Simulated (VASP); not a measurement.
# CoO (R-3m) in VASP: further runs

CoO is run at these levels: PBEsol; tasks: single point.

Program: VASP 6.6.1. These are calculated values, not measurements. Logs are shortened: lines on timing, memory, paths and dates and some standing lists are left out, and cuts for length are marked.

**1. The cell of the first run**

The structure is trigonal, space group R-3m (No. 166). Conventional cell: a = 3.131 Å, b = 3.131 Å, c = 7.320 Å, α = 90.00°, β = 90.00°, γ = 120.00°. Co (site symmetry -3m) has 6 O at 2.18 Å within 2.9 Å. Within 2.9 Å of O (site symmetry -3m) lie 6 Co at 2.18 Å.

**2. Single point, PBEsol, collinear spin, ferromagnetic start (strain +0.040 along x and y, +0.000 along z)**

File INCAR:

```
PREC = Accurate ; ENCUT = 520
EDIFF = 1E-6 ; ISMEAR = 0
SIGMA = 0.15 ; LREAL = False
LASPH = True ; NELM = 150
ALGO = Normal ; ISIF = 2
LWAVE = False ; LCHARG = False
ISPIN = 2 ; MAGMOM = 2.64 0.33
LORBIT = 11 ; LMAXMIX = 4
GGA = PS ; NBANDS = 18
```

File KPOINTS:

```
Automatic mesh
0
Gamma
  18 18 18
```

File POSCAR:

```
CoO
1.0
    1.5656883263      0.9039505767      2.4399269062
   -1.5656883263      0.9039505767      2.4399269062
    0.0000000000     -1.8079011533      2.4399269062
Co O
1 1
Direct
    0.0000000000      0.0000000000      0.0000000000
    0.5000000000      0.5000000000      0.5000000000
```

Potentials or basis: VASP PAW PBE potentials, release 64 (Co, O).

Started as:

```sh
$ cat potpaw_PBE.64/Co/POTCAR potpaw_PBE.64/O/POTCAR > POTCAR
$ mpirun -np 1 vasp_std > vasp.out
```

OUTCAR:

```text
PREC = Accurate
   ENCUT = 520
   EDIFF = 1E-6
   ISMEAR = 0
   LREAL = False
   LASPH = True
   NELM = 150
   ISIF = 2
   ISPIN = 2
   LORBIT = 11
   GGA = PS

 ion  position               nearest neighbor table
   1  0.000  0.000  0.000-   2 2.18   2 2.18   2 2.18   2 2.18   2 2.18   2 2.18
   2  0.500  0.500  0.500-   1 2.18   1 2.18   1 2.18   1 2.18   1 2.18   1 2.18

  LATTYP: Found a trigonal (rhomboedric) cell.
 ALAT       =     3.0367334239
 COS(alpha) =     0.4683482062

  Lattice vectors:

 A1 = (   1.5656883263,   0.9039505767,   2.4399269062)
 A2 = (  -1.5656883263,   0.9039505767,   2.4399269062)
 A3 = (   0.0000000000,  -1.8079011533,   2.4399269062)

Analysis of symmetry for initial positions (statically):
=====================================================================
 Subroutine PRICEL returns:
 Original cell was already a primitive cell.

 Routine SETGRP: Setting up the symmetry group for a
 trigonal (rhombohedral) supercell.

 Subroutine GETGRP returns: Found 12 space group operations
 (whereof 12 operations were pure point group operations)
 out of a pool of 12 trial point group operations.

The static configuration has the point symmetry D_3d.

Analysis of symmetry for dynamics (positions and initial velocities):
=====================================================================
 Subroutine PRICEL returns:
 Original cell was already a primitive cell.

 Routine SETGRP: Setting up the symmetry group for a
 trigonal (rhombohedral) supercell.

 Subroutine GETGRP returns: Found 12 space group operations
 (whereof 12 operations were pure point group operations)
 out of a pool of 12 trial point group operations.

The dynamic configuration has the point symmetry D_3d.

Analysis of structural, dynamic, and magnetic symmetry:
=====================================================================
 Subroutine PRICEL returns:
 Original cell was already a primitive cell.

 Routine SETGRP: Setting up the symmetry group for a
 trigonal (rhombohedral) supercell.

 Subroutine GETGRP returns: Found 12 space group operations
 (whereof 12 operations were pure point group operations)
 out of a pool of 12 trial point group operations.

The overall configuration has the point symmetry D_3d.

 Subroutine INISYM returns: Found 12 space group operations
 (whereof 12 operations are pure point group operations),
 and found     1 'primitive' translations

----------------------------------------------------------------------------------------

                                     Primitive cell

  volume of cell :      20.7194

  direct lattice vectors                    reciprocal lattice vectors
     1.565688326  0.903950577  2.439926906     0.319348360  0.184375862  0.136616114
    -1.565688326  0.903950577  2.439926906    -0.319348360  0.184375862  0.136616114
     0.000000000 -1.807901153  2.439926906     0.000000000 -0.368751724  0.136616114

  length of vectors
     3.036733424  3.036733424  3.036733424     0.393245212  0.393245212  0.393245212

  position of ions in fractional coordinates (direct lattice)
     0.000000000  0.000000000  0.000000000
     0.500000000  0.500000000  0.500000000

  ion indices of the primitive-cell ions
   primitive index   ion index
                 1           1
                 2           2

----------------------------------------------------------------------------------------

 KPOINTS: Automatic mesh

Automatic generation of k-mesh.
 Grid dimensions read from file:
 generate k-points for:   18   18   18

 Generating k-lattice:

  Cartesian coordinates                     Fractional coordinates (reciprocal lattice)
     0.017741576  0.010243103  0.007589784     0.055555556  0.000000000  0.000000000
    -0.017741576  0.010243103  0.007589784     0.000000000  0.055555556  0.000000000
     0.000000000 -0.020486207  0.007589784     0.000000000  0.000000000  0.055555556

  Length of vectors
     0.021846956  0.021846956  0.021846956

  Shift w.r.t. Gamma in fractional coordinates (k-lattice)
     0.000000000  0.000000000  0.000000000

 Subroutine IBZKPT returns following result:
 ===========================================

 Found    580 irreducible k-points:

 Following reciprocal coordinates:
            Coordinates               Weight
  0.000000  0.000000  0.000000      1.000000
  0.055556  0.000000 -0.000000      6.000000
  0.111111  0.000000 -0.000000      6.000000
  0.166667  0.000000 -0.000000      6.000000
  0.222222  0.000000 -0.000000      6.000000
  0.277778  0.000000 -0.000000      6.000000
[... 16 lines left out ...]
 -0.277778  0.055556  0.000000     12.000000
 -0.222222  0.055556  0.000000     12.000000
 [... further k-points ...]
   k-points           NKPTS =    580   k-points in BZ     NKDIM =    580   number of bands    NBANDS=     18
   number of dos      NEDOS =    301   number of ions     NIONS =      2
   total plane-waves  NPLWV =  13824
   dimension x,y,z NGX =    24 NGY =   24 NGZ =   24
   dimension x,y,z NGXF=    48 NGYF=   48 NGZF=   48
   ions per type =               1   1
   NGX,Y,Z   is equivalent  to a cutoff of  13.14, 13.14, 13.14 a.u.
   NGXF,Y,Z  is equivalent  to a cutoff of  26.28, 26.28, 26.28 a.u.
 SYSTEM =  unknown system
   PREC   = accura    normal or accurate (medium, high low for compatibility)
   ISTART =      0    job   : 0-new  1-cont  2-samecut
   ICHARG =      2    charge: 1-file 2-atom 10-const
   ISPIN  =      2    spin polarized calculation?
   LNONCOLLINEAR =      F non collinear calculations
   LSORBIT =      F    spin-orbit coupling
   LASPH  =      T    aspherical Exc in radial PAW
   ENCUT  =  520.0 eV  38.22 Ry    6.18 a.u.   5.65  5.65  5.65*2*pi/ulx,y,z
   NELM   =    150;   NELMIN=  2; NELMDL= -5     # of ELM steps
   EDIFF  = 0.1E-05   stopping-criterion for ELM
   LREAL  =      F    real-space projection
   EDIFFG = 0.1E-04   stopping-criterion for IOM
   NSW    =      0    number of steps for IOM
   IBRION =     -1    ionic relax: 0-MD 1-quasi-New 2-CG
   NFREE  =      0    steps in history (QN), initial steepest desc. (CG)
   ISIF   =      2    stress and relaxation
   ISYM   =      2    0-nonsym 1-usesym 2-fastsym
   POTIM  = 0.5000    time-step for ionic-motion
   TEBEG  =    0.0;   TEEND  =   0.0 temperature during run
   PSTRESS=    0.0 pullay stress
   NELECT =      15.0000    total number of electrons
   NUPDOWN=      -1.0000    fix difference up-down
   EMIN   =  10.00;   EMAX   =-10.00  energy-range for DOS
   EFERMI =   0.00;   METHOD = LEGACY
   ISMEAR =     0;   SIGMA  =   0.15  broadening in eV -4-tet -1-fermi 0-gaus
   EFERMI_NEDOS =   21; number of points for ismear=-14 and -15
   IALGO  =     38    algorithm
   IMIX   =      4    mixing-type and parameters
     AMIX     =   0.40;   BMIX     =  1.00
     AMIX_MAG =   1.60;   BMIX_MAG =  1.00
  volume/ion in A,a.u.               =      10.36        69.91
  Fermi-wavevector in a.u.,A,eV,Ry     =   1.469984  2.777867 29.400183  2.160853
  Thomas-Fermi vector in A             =   2.585295
   LORBIT       =     11    0 simple, 1 ext, 2 COOP (PROOUT), +10 PAW based schemes
   GGA     = PS    functional components
   LHFCALC =     F    Hartree Fock is set to
   AEXX    =    0.0000 exact exchange contribution
   IVDW    =     0    specifies the selected vdW correction
   LEPSILON=     F    determine dielectric tensor
   LRPA    =     F    only Hartree local field effects (RPA)
 spin polarized calculation
 Gauss-broadening in eV      SIGMA  =   0.15
  energy-cutoff  :      520.00
  volume of cell :       20.72
 maximum number of plane-waves:       573
   NGX = 11   NGY = 11   NGZ = 11

 number of electron      14.9999994 magnetization       2.9898935

 Free energy of the ion-electron system (eV)
  ---------------------------------------------------
  ext. energy  EPLUGINS =         0.00000000
  ---------------------------------------------------
  free energy    TOTEN  =       -13.83038439 eV

  energy without entropy =      -13.78676620  energy(sigma->0) =      -13.80857529

 E-fermi :   6.8528     XC(G=0): -12.2675

 val. band max:        6.8526093231   @ k =  -0.4444   0.2778   0.2778
 cond. band min:       6.8534147632   @ k =  -0.2222   0.1667   0.1667
 fundamental gap:      0.0008054401
 Fermi energy:         6.8528202194

 spin component 1

 k-point     1 :       0.0000    0.0000    0.0000
  band No.  band energies     occupation
      1     -12.7401      1.00000
      2       3.5904      1.00000
      3       3.5904      1.00000
      4       3.7512      1.00000
      5       3.7512      1.00000
      6       3.8475      1.00000
[... 10 lines left out ...]
     17      27.6178      0.00000
     18      30.7519      0.00000

 k-point     2 :       0.0556    0.0000   -0.0000
  band No.  band energies     occupation
      1     -12.7122      1.00000
      2       3.2293      1.00000
      3       3.3146      1.00000
      4       3.4133      1.00000
      5       3.7681      1.00000
      6       3.8646      1.00000
[... 10 lines left out ...]
     17      27.3963      0.00000
     18      31.1842      0.00000

 k-point     3 :       0.1111    0.0000   -0.0000
  band No.  band energies     occupation
      1     -12.6305      1.00000
      2       2.7287      1.00000
      3       2.7901      1.00000
      4       2.9687      1.00000
      5       3.8172      1.00000
      6       3.9200      1.00000
[... 10 lines left out ...]
     17      28.5360      0.00000
     18      32.1810      0.00000

 k-point     4 :       0.1667    0.0000   -0.0000
  band No.  band energies     occupation
      1     -12.5019      1.00000
      2       2.0026      1.00000
      3       2.3819      1.00000
      4       2.5800      1.00000
      5       3.8932      1.00000
      6       4.0090      1.00000
[... 375 lines left out ...]
      4       1.6146      1.00000
      5       4.2221      1.00000
      6       4.3478      1.00000
[... 10 lines left out ...]
     17      31.9153      0.00000
     18      33.9123      0.00000

 k-point    23 :      -0.2778    0.0556    0.0000
  band No.  band energies     occupation
      1     -12.0831      1.00000
      2       0.3728      1.00000
      3       1.6463      1.00000
      4       1.8401      1.00000
      5       4.1298      1.00000
      6       4.2426      1.00000
[... 10 lines left out ...]
     17      32.6222      0.00000
     18      34.1619      0.00000

 k-point    24 :      -0.2222    0.0556    0.0000
  band No.  band energies     occupation
      1     -12.2641      1.00000
      2       0.9799      1.00000
      3       1.9182      1.00000
      4       2.1469      1.00000
      5       4.0294      1.00000
      6       4.1259      1.00000
[... 10 lines left out ...]
     17      32.3628      0.00000
     18      33.9145      0.00000

 [... further k-points ...]

 spin component 2

 k-point     1 :       0.0000    0.0000    0.0000
  band No.  band energies     occupation
      1     -12.1857      1.00000
      2       4.4603      1.00000
      3       4.4603      1.00000
      4       4.7497      1.00000
      5       5.8314      1.00000
      6       5.8314      1.00000
[... 10 lines left out ...]
     17      28.5607      0.00000
     18      31.5451      0.00000

 k-point     2 :       0.0556    0.0000   -0.0000
  band No.  band energies     occupation
      1     -12.1569      1.00000
      2       4.1699      1.00000
      3       4.3461      1.00000
      4       4.6147      1.00000
      5       5.8728      1.00000
      6       5.9063      1.00000
[... 10 lines left out ...]
     17      28.3027      0.00000
     18      31.9956      0.00000

 k-point     3 :       0.1111    0.0000   -0.0000
  band No.  band energies     occupation
      1     -12.0726      1.00000
      2       3.5073      1.00000
      3       4.0726      1.00000
      4       4.3286      1.00000
      5       5.9659      1.00000
      6       6.0281      1.00000
[... 10 lines left out ...]
     17      29.2338      0.00000
     18      33.0198      0.00000

 k-point     4 :       0.1667    0.0000   -0.0000
  band No.  band energies     occupation
      1     -11.9397      1.00000
      2       2.7310      1.00000
      3       3.7423      1.00000
      4       3.9962      1.00000
      5       6.0813      1.00000
      6       6.1657      1.00000
[... 375 lines left out ...]
      4       3.0376      1.00000
      5       6.4916      0.99967
      6       6.6218      0.98532
[... 10 lines left out ...]
     17      32.3140      0.00000
     18      34.4415      0.00000

 k-point    23 :      -0.2778    0.0556    0.0000
  band No.  band energies     occupation
      1     -11.5053      1.00000
      2       1.0350      1.00000
      3       3.0308      1.00000
      4       3.2436      1.00000
      5       6.3732      1.00000
      6       6.5052      0.99948
[... 10 lines left out ...]
     17      33.0432      0.00000
     18      34.7635      0.00000

 k-point    24 :      -0.2222    0.0556    0.0000
  band No.  band energies     occupation
      1     -11.6932      1.00000
      2       1.6872      1.00000
      3       3.3068      1.00000
      4       3.5077      1.00000
      5       6.2473      1.00000
      6       6.3610      1.00000
[... 10 lines left out ...]
     17      32.8150      0.00000
     18      34.6193      0.00000

 [... further k-points ...]
[... 5 lines left out ...]
  --------------------------------------------------------------------------------------
  -------------------------------------------------------------------------------------
  Total       -2.6938977     -2.6938977     -2.5939468      0.0000000     -0.0000000      0.0000000
  in kB     -208.3116786   -208.3116786   -200.5827519      0.0000000     -0.0000000      0.0000000
  external PRESSURE =    -205.7353697 kB  Pullay stress =       0.0000000 kB

 VOLUME and BASIS-vectors are now :
 -----------------------------------------------------------------------------
  energy-cutoff  :      520.00
  volume of cell :       20.72
      direct lattice vectors                 reciprocal lattice vectors
     1.565688326  0.903950577  2.439926906     0.319348360  0.184375862  0.136616114
    -1.565688326  0.903950577  2.439926906    -0.319348360  0.184375862  0.136616114
     0.000000000 -1.807901153  2.439926906     0.000000000 -0.368751724  0.136616114

 POSITION                                       TOTAL-FORCE (eV/Angst)
 -----------------------------------------------------------------------------------
      0.00000      0.00000      0.00000         0.000000     -0.000000     -0.000000
      0.00000      0.00000      3.65989        -0.000000      0.000000      0.000000
 -----------------------------------------------------------------------------------
    total drift:                               -0.000000      0.000000     -0.000000

  FREE ENERGIE OF THE ION-ELECTRON SYSTEM (eV)
  ---------------------------------------------------
  free  energy   TOTEN  =       -13.8303843916 eV

  energy  without entropy=      -13.7867661956  energy(sigma->0) =      -13.80857529

 total charge

# of ion       s       p       d       tot
------------------------------------------
    1        0.280   0.317   7.096   7.692
    2        1.551   3.366   0.000   4.917
--------------------------------------------------
tot          1.831   3.682   7.096  12.609

 magnetization (x)

# of ion       s       p       d       tot
------------------------------------------
    1        0.019   0.016   2.574   2.608
    2        0.027   0.298   0.000   0.324
--------------------------------------------------
tot          0.045   0.313   2.574   2.932
```

Run time: 3 min. Hardware: 1 thread of Intel Xeon 6975P-C (Granite Rapids), shared host; peak memory 0.42 GiB.

Results:

```yaml
Free_energy: -13.8304 eV
Pressure: -20.6 GPa
Band_gap_on_the_k_mesh: zero (filled and empty bands overlap)
Net_moment: 2.99 μB per cell
Site_moments: Co +2.61; O +0.32 μB
Valence_electrons_inside_the_program's_atomic_spheres: Co 7.69; O 4.92
```

Caveat: the cell differs from its parent crystal (strain +0.040 along x and y, +0.000 along z); the PAW data sets were made with another functional, which shifts forces and pressure a little; a cell with one magnetic atom can't hold antiferromagnetic order, which such compounds often take; semilocal functionals often make such compounds metallic where correlation or magnetic order opens a gap, which also shifts bond lengths.

[end of part 1 of 2]
